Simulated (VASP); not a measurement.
# Si4C (I4/mmm) in VASP: further runs

Si4C is run at these levels: PBE; tasks: single point, relaxation of cell and atoms.

Program: VASP 6.6.1. These are calculated values, not measurements. Logs are shortened: lines on timing, memory, paths and dates and some standing lists are left out, and cuts for length are marked.

## Step 1: The cell of the first run

It takes space group I4/mmm (No. 139, tetragonal). Conventional cell: a = 6.494 Å, b = 6.494 Å, c = 2.948 Å, α = 90.00°, β = 90.00°, γ = 90.00°. Within 3.1 Å of Si (site symmetry m2m) lie 2 C at 2.28 Å and 9 Si at 2.46 to 3.02 Å. Within 3.0 Å of C (site symmetry 4/mmm) lie 8 Si at 2.28 Å and 2 C at 2.95 Å.

## Step 2: Single point, PBE

Input file INCAR:

```
SYSTEM = Si4C
PREC     = Accurate       ! precision mode
ENCUT    = 520            ! plane-wave cutoff, eV
EDIFF    = 1E-6           ! SCF threshold, eV
ISMEAR   = 0              ! smearing method
SIGMA    = 0.1            ! smearing width, eV
LREAL    = .FALSE.        ! projectors in reciprocal space
LASPH    = .TRUE.         ! aspherical terms in the spheres
NELM     = 60             ! most SCF steps
ALGO     = Normal         ! electronic algorithm
ISIF     = 2              ! what is computed and relaxed
LWAVE    = .FALSE.        ! write WAVECAR
LCHARG   = .FALSE.        ! write CHGCAR
GGA      = PE             ! functional
NBANDS   = 18             ! bands
```

Input file KPOINTS:

```
regular mesh
0
G
  6 6 6
  0 0 0
```

Input file POSCAR:

```
Si4C
1.0
   -3.2471392727      3.2471392727      1.4737911872
    3.2471392727     -3.2471392727      1.4737911872
    3.2471392727      3.2471392727     -1.4737911872
Si C
4 1
Direct
    0.7677520530      0.4999899264      0.2677419794
    0.2322479470      0.5000100736      0.7322580206
    0.5000100736      0.7677520530      0.2677621266
    0.4999899264      0.2322479470      0.7322378734
    0.0000000000      0.0000000000      0.0000000000
```

Potentials or basis: VASP PAW PBE potentials, release 64 (Si, C).

On the command line:

```bash
$ cat potpaw_PBE.64/Si/POTCAR potpaw_PBE.64/C/POTCAR > POTCAR
$ mpirun -np 1 vasp_std > vasp.out
```

OUTCAR:

```text
SYSTEM = Si4C
   PREC = Accurate
   ENCUT = 520
   EDIFF = 1E-6
   ISMEAR = 0
   LREAL = .FALSE.
   LASPH = .TRUE.
   NELM = 60
   ISIF = 2
   GGA = PE

 ion  position               nearest neighbor table
   1  0.768  0.500  0.268-   5 2.28   5 2.28   4 2.46   3 2.46   3 2.59   3 2.59   4 2.59   4 2.59
                             2 3.02
   2  0.232  0.500  0.732-   5 2.28   5 2.28   3 2.46   4 2.46   4 2.59   4 2.59   3 2.59   3 2.59
                             1 3.02
   3  0.500  0.768  0.268-   5 2.28   5 2.28   2 2.46   1 2.46   1 2.59   1 2.59   2 2.59   2 2.59
                             4 3.02
   4  0.500  0.232  0.732-   5 2.28   5 2.28   1 2.46   2 2.46   2 2.59   2 2.59   1 2.59   1 2.59
                             3 3.02
   5  0.000  0.000  0.000-   3 2.28   4 2.28   3 2.28   4 2.28   2 2.28   1 2.28   2 2.28   1 2.28

  LATTYP: Found a body centered tetragonal cell.
 ALAT       =     6.4942785454
 C/A-ratio  =     0.4538737219

  Lattice vectors:

 A1 = (  -3.2471392727,   3.2471392727,   1.4737911872)
 A2 = (   3.2471392727,  -3.2471392727,   1.4737911872)
 A3 = (   3.2471392727,   3.2471392727,  -1.4737911872)

Analysis of symmetry for initial positions (statically):
=====================================================================
 Subroutine PRICEL returns:
 Original cell was already a primitive cell.

 Routine SETGRP: Setting up the symmetry group for a
 body centered tetragonal supercell.

 Subroutine GETGRP returns: Found  8 space group operations
 (whereof  8 operations were pure point group operations)
 out of a pool of 16 trial point group operations.

The static configuration has the point symmetry C_4h.

Analysis of symmetry for dynamics (positions and initial velocities):
=====================================================================
 Subroutine PRICEL returns:
 Original cell was already a primitive cell.

 Routine SETGRP: Setting up the symmetry group for a
 body centered tetragonal supercell.

 Subroutine GETGRP returns: Found  8 space group operations
 (whereof  8 operations were pure point group operations)
 out of a pool of 16 trial point group operations.

The dynamic configuration has the point symmetry C_4h.

 Subroutine INISYM returns: Found  8 space group operations
 (whereof  8 operations are pure point group operations),
 and found     1 'primitive' translations

----------------------------------------------------------------------------------------

[... 100 lines left out ...]
   EDIFFG = 0.1E-04   stopping-criterion for IOM
   NSW    =      0    number of steps for IOM
   IBRION =     -1    ionic relax: 0-MD 1-quasi-New 2-CG
   NFREE  =      0    steps in history (QN), initial steepest desc. (CG)
   ISIF   =      2    stress and relaxation
   ISYM   =      2    0-nonsym 1-usesym 2-fastsym
   POTIM  = 0.5000    time-step for ionic-motion
   TEBEG  =    0.0;   TEEND  =   0.0 temperature during run
   PSTRESS=    0.0 pullay stress
   NELECT =      20.0000    total number of electrons
   NUPDOWN=      -1.0000    fix difference up-down
   EMIN   =  10.00;   EMAX   =-10.00  energy-range for DOS
   EFERMI =   0.00;   METHOD = LEGACY
   ISMEAR =     0;   SIGMA  =   0.10  broadening in eV -4-tet -1-fermi 0-gaus
   EFERMI_NEDOS =   21; number of points for ismear=-14 and -15
   IALGO  =     38    algorithm
   IMIX   =      4    mixing-type and parameters
     AMIX     =   0.40;   BMIX     =  1.00
     AMIX_MAG =   1.60;   BMIX_MAG =  1.00
  volume/ion in A,a.u.               =      12.43        83.89
  Fermi-wavevector in a.u.,A,eV,Ry     =   1.121809  2.119912 17.122324  1.258455
  Thomas-Fermi vector in A             =   2.258465
   LORBIT       =      0    0 simple, 1 ext, 2 COOP (PROOUT), +10 PAW based schemes
   GGA     = PE    functional components
   LHFCALC =     F    Hartree Fock is set to
   AEXX    =    0.0000 exact exchange contribution
   IVDW    =     0    specifies the selected vdW correction
   LEPSILON=     F    determine dielectric tensor
   LRPA    =     F    only Hartree local field effects (RPA)
 non-spin polarized calculation
 Gauss-broadening in eV      SIGMA  =   0.10
  energy-cutoff  :      520.00
  volume of cell :       62.16
 maximum number of plane-waves:      1710
   NGX = 17   NGY = 17   NGZ = 17

 number of electron      20.0000000 magnetization

 Free energy of the ion-electron system (eV)
  ---------------------------------------------------
  ext. energy  EPLUGINS =         0.00000000
  ---------------------------------------------------
  free energy    TOTEN  =       -26.67909367 eV

  energy without entropy =      -26.66694597  energy(sigma->0) =      -26.67301982

 E-fermi :  10.4755     XC(G=0): -11.4819

 val. band max:       10.4743080429   @ k =  -0.1667   0.5000   0.1667
 cond. band min:      10.4922682500   @ k =  -0.1667  -0.3333   0.1667
 fundamental gap:      0.0179602071
 Fermi energy:        10.4755020646

 k-point     1 :       0.0000    0.0000    0.0000
  band No.  band energies     occupation
      1      -5.5143      2.00000
      2      -0.0458      2.00000
      3       1.3574      2.00000
      4       1.3574      2.00000
      5       3.5814      2.00000
      6       6.9545      2.00000
[... 481 lines left out ...]
      5       4.6694      2.00000
      6       5.6581      2.00000
[... 10 lines left out ...]
     17      16.9187      0.00000
     18      17.9816      0.00000

 [... further k-points ...]

------------------------ aborting loop because EDIFF is reached ----------------------------------------

  FORCE on cell =-STRESS in cart. coord.  units (eV):
  Direction    XX          YY          ZZ          XY          YZ          ZX
  --------------------------------------------------------------------------------------
  -------------------------------------------------------------------------------------
  Total        0.0181649      0.0181649     -0.0389095     -0.0000000      0.0000000      0.0000000
  in kB        0.4682162      0.4682162     -1.0029250     -0.0000000      0.0000000      0.0000000
  external PRESSURE =      -0.0221642 kB  Pullay stress =       0.0000000 kB

 VOLUME and BASIS-vectors are now :
 -----------------------------------------------------------------------------
  energy-cutoff  :      520.00
  volume of cell :       62.16
      direct lattice vectors                 reciprocal lattice vectors
    -3.247139273  3.247139273  1.473791187     0.000000000  0.153981692  0.339261087
     3.247139273 -3.247139273  1.473791187     0.153981692  0.000000000  0.339261087
     3.247139273  3.247139273 -1.473791187     0.153981692  0.153981692  0.000000000

 POSITION                                       TOTAL-FORCE (eV/Angst)
 -----------------------------------------------------------------------------------
     -0.00007      1.73886      1.47379         0.000077      0.017636      0.000000
      3.24720      1.50828      0.00000        -0.000077     -0.017636     -0.000000
      1.73886      0.00007      1.47379         0.017636     -0.000077     -0.000000
      1.50828      3.24707     -0.00000        -0.017636      0.000077      0.000000
      0.00000      0.00000      0.00000         0.000000      0.000000     -0.000000
 -----------------------------------------------------------------------------------
    total drift:                               -0.000000      0.000000      0.000000

  FREE ENERGIE OF THE ION-ELECTRON SYSTEM (eV)
  ---------------------------------------------------
  free  energy   TOTEN  =       -26.6790936675 eV

  energy  without entropy=      -26.6669459750  energy(sigma->0) =      -26.67301982
```

OSZICAR:

```text
N       E                     dE             d eps       ncg     rms          rms(c)
DAV:   1     0.305222754252E+02    0.30522E+02   -0.84870E+03  1296   0.975E+02
DAV:   2    -0.247755517152E+02   -0.55298E+02   -0.53047E+02  1702   0.142E+02
DAV:   3    -0.272710507639E+02   -0.24955E+01   -0.24570E+01  1702   0.263E+01
DAV:   4    -0.272925609708E+02   -0.21510E-01   -0.21485E-01  1656   0.283E+00
DAV:   5    -0.272927296683E+02   -0.16870E-03   -0.16865E-03  1672   0.238E-01    0.742E+00
DAV:   6    -0.267065724912E+02    0.58616E+00   -0.23902E+00  1658   0.924E+00    0.407E+00
DAV:   7    -0.266860584926E+02    0.20514E-01   -0.46719E-01  1518   0.380E+00    0.233E+00
DAV:   8    -0.266811869132E+02    0.48716E-02   -0.62399E-02  1738   0.142E+00    0.405E-01
DAV:   9    -0.266789740152E+02    0.22129E-02   -0.81013E-03  1738   0.537E-01    0.157E-01
DAV:  10    -0.266790922027E+02   -0.11819E-03   -0.10857E-03  1482   0.202E-01    0.931E-02
DAV:  11    -0.266790954393E+02   -0.32366E-05   -0.34875E-05  1674   0.371E-02    0.586E-02
DAV:  12    -0.266790945613E+02    0.87795E-06   -0.11304E-05  1736   0.189E-02    0.991E-03
DAV:  13    -0.266790936675E+02    0.89378E-06   -0.11594E-06   812   0.644E-03
   1 F= -.26679094E+02 E0= -.26673020E+02  d E =-.121477E-01
```

Wall time 18 s (1 thread of Intel Xeon 6975P-C (Granite Rapids), shared host); peak memory 0.2 GiB.

What came out:

```yaml
Free_energy: -26.6791 eV
Pressure: 0.0 GPa
Largest_force: 0.018 eV/Å
Band_gap_on_the_k_mesh: zero (bands 10 and 11 overlap by 4.43 eV)
```

Forces in eV/Å, atoms in the order of the input:
```
Si   0.000  0.018  0.000
Si   0.000 -0.018  0.000
Si   0.018  0.000  0.000
Si  -0.018  0.000  0.000
C    0.000  0.000  0.000
```

Stress tensor (GPa, compression positive):
```
 0.05  0.00  0.00
 0.00  0.05  0.00
 0.00  0.00 -0.10
```

Levels at points of the mesh, in eV from the Fermi level:
```
           k point  band 7  band 8  band 9  band 10  band 11  band 12
(0.00, 0.00, 0.00)   -3.52   -2.06   -1.70    -0.93     2.86     3.47
(0.50, 0.00, 0.00)   -4.09   -3.93   -2.43    -1.69    -1.66     1.04
(0.50, 0.50, 0.00)   -2.24   -1.63   -0.54     1.47     1.74     2.93
(0.50, 0.50, 0.50)   -2.13   -1.19    0.84     0.84     2.30     2.75
```

Caveat: the k points lie up to 0.39 Å⁻¹ apart, too coarse for converged energies and pressures of a metal.

## Step 3: Single point, PBE, collinear spin

Input file INCAR:

```
SYSTEM = Si4C
PREC     = Accurate       ! precision mode
ENCUT    = 520            ! plane-wave cutoff, eV
EDIFF    = 1E-7           ! SCF threshold, eV
ISMEAR   = 0              ! smearing method
SIGMA    = 0.1            ! smearing width, eV
LREAL    = .FALSE.        ! projectors in reciprocal space
LASPH    = .TRUE.         ! aspherical terms in the spheres
NELM     = 150            ! most SCF steps
ALGO     = Normal         ! electronic algorithm
ISIF     = 2              ! what is computed and relaxed
LWAVE    = .FALSE.        ! write WAVECAR
LCHARG   = .FALSE.        ! write CHGCAR
ISPIN    = 2              ! spin polarisation
MAGMOM   = 0 0 0 0 1      ! initial moments
LORBIT   = 11             ! projections on sites
GGA      = PE             ! functional
NBANDS   = 22             ! bands
```

KPOINTS is that of step 2.

Input file POSCAR:

```
Si4C
1.0
   -3.2471392727      3.2471392727      1.4737911872
    3.2471392727     -3.2471392727      1.4737911872
    3.2471392727      3.2471392727     -1.4737911872
Si C
4 1
Direct
    0.7677520530      0.5000000000      0.2677520530
    0.2322479470      0.5000000000      0.7322479470
    0.5000000000      0.7677520530      0.2677520530
    0.5000000000      0.2322479470      0.7322479470
    0.0000000000      0.0000000000      0.0000000000
```

Potentials or basis: VASP PAW PBE potentials, release 64 (Si, C).

On the command line:

```bash
$ cat potpaw_PBE.64/Si/POTCAR potpaw_PBE.64/C/POTCAR > POTCAR
$ mpirun -np 1 vasp_std > vasp.out
```

Wall time 36 s (1 thread of Intel Xeon 6975P-C (Granite Rapids), shared host); peak memory 0.25 GiB.

It converged, with:

- Free energy: -26.6791 eV
- Pressure: 0.0 GPa
- Largest force: 0.018 eV/Å
- Band gap on the k mesh: zero (filled and empty bands overlap)
- Net moment: 0.00 μB per cell
- Valence electrons inside the program's atomic spheres: Si 1.57; C 2.25

Forces in eV/Å, atoms in the order of the input:
```
Si   0.000  0.018  0.000
Si   0.000 -0.018  0.000
Si   0.018  0.000  0.000
Si  -0.018  0.000  0.000
C    0.000  0.000  0.000
```

Stress tensor (GPa, compression positive):
```
 0.05  0.00  0.00
 0.00  0.05  0.00
 0.00  0.00 -0.10
```

Levels at points of the mesh, in eV from the Fermi level:
Spin up:
```tsv
k point	band 8	band 9	band 10	band 11	band 12	band 13
(0.00, 0.00, 0.00)	-2.06	-1.70	-0.93	2.86	3.46	3.46
(0.50, 0.00, 0.00)	-3.93	-2.43	-1.69	-1.66	1.04	1.14
(0.50, 0.50, 0.00)	-1.63	-0.54	1.47	1.74	2.93	4.31
(0.50, 0.50, 0.50)	-1.19	0.84	0.84	2.30	2.75	2.75
```
Spin down:
```
           k point  band 6  band 7  band 8  band 9  band 10  band 11  band 12  band 13  band 14  band 15
(0.00, 0.00, 0.00)   -3.52   -3.52   -2.06   -1.70    -0.93     2.86     3.46     3.46     3.56     3.69
(0.50, 0.00, 0.00)   -6.56   -4.09   -3.93   -2.43    -1.69    -1.66     1.04     1.14     1.90     3.42
(0.50, 0.50, 0.00)   -6.64   -2.24   -1.63   -0.54     1.47     1.74     2.93     4.31     5.23     5.60
(0.50, 0.50, 0.50)   -2.13   -2.13   -1.19    0.84     0.84     2.30     2.75     2.75     2.83     2.83
```

Caveat: the k points lie up to 0.39 Å⁻¹ apart, too coarse for converged energies and pressures of a metal.

## Step 4: Single point, PBE

Input file INCAR:

```
SYSTEM = Si4C
ALGO = Normal
EDIFF = 1E-6
ENCUT = 520
GGA = PE
ISIF = 2
ISMEAR = 0
LASPH = .True.
LCHARG = .False.
LREAL = .False.
LWAVE = .False.
NBANDS = 18
NELM = 100
PREC = Accurate
SIGMA = 0.1
```

Input file KPOINTS:

```
k-points
0
Gamma
  14 14 14
  0 0 0
```

Input file POSCAR:

```
Si4C
1.0
   -3.2696805463      3.2696805463      1.4558662546
    3.2696805463     -3.2696805463      1.4558662546
    3.2696805463      3.2696805463     -1.4558662546
Si C
4 1
Direct
    0.7664557041      0.5000000000      0.2664557041
    0.2335442959      0.5000000000      0.7335442959
    0.5000000000      0.7664557041      0.2664557041
    0.5000000000      0.2335442959      0.7335442959
    0.0000000000      0.0000000000      0.0000000000
```

On the command line:

```bash
$ cat potpaw_PBE.64/Si/POTCAR potpaw_PBE.64/C/POTCAR > POTCAR
$ mpirun -np 1 vasp_std > vasp.out
```

Run time: 1.7 min. Hardware: 1 thread of Intel Xeon 6975P-C (Granite Rapids), shared host; peak memory 0.36 GiB.

Results (log left out):

```yaml
Free_energy: -26.6488 eV
Pressure: 0.0 GPa
Largest_force: 0.005 eV/Å
Band_gap_on_the_k_mesh: zero (bands 10 and 11 overlap by 4.38 eV)
```

Forces in eV/Å, atoms in the order of the input:
```
Si   0.000 -0.005  0.000
Si   0.000  0.005  0.000
Si  -0.005  0.000  0.000
Si   0.005  0.000  0.000
C    0.000  0.000  0.000
```

Stress tensor (GPa, compression positive):
```
-0.03  0.00  0.00
 0.00 -0.03  0.00
 0.00  0.00  0.05
```

Levels at points of the mesh, in eV from the Fermi level:
| k point | band 8 | band 9 | band 10 | band 11 | band 12 | band 13 |
| --- | --- | --- | --- | --- | --- | --- |
| (0.00, 0.00, 0.00) | -1.90 | -1.64 | -1.16 | 3.32 | 3.66 | 3.66 |
| (0.50, 0.00, 0.00) | -3.91 | -2.45 | -1.67 | -1.66 | 1.04 | 1.16 |
| (0.50, 0.50, 0.00) | -1.73 | -0.58 | 1.64 | 2.19 | 3.18 | 4.30 |
| (0.50, 0.50, 0.50) | -1.14 | 0.73 | 0.74 | 2.18 | 2.65 | 2.65 |

[end of part 1 of 2]
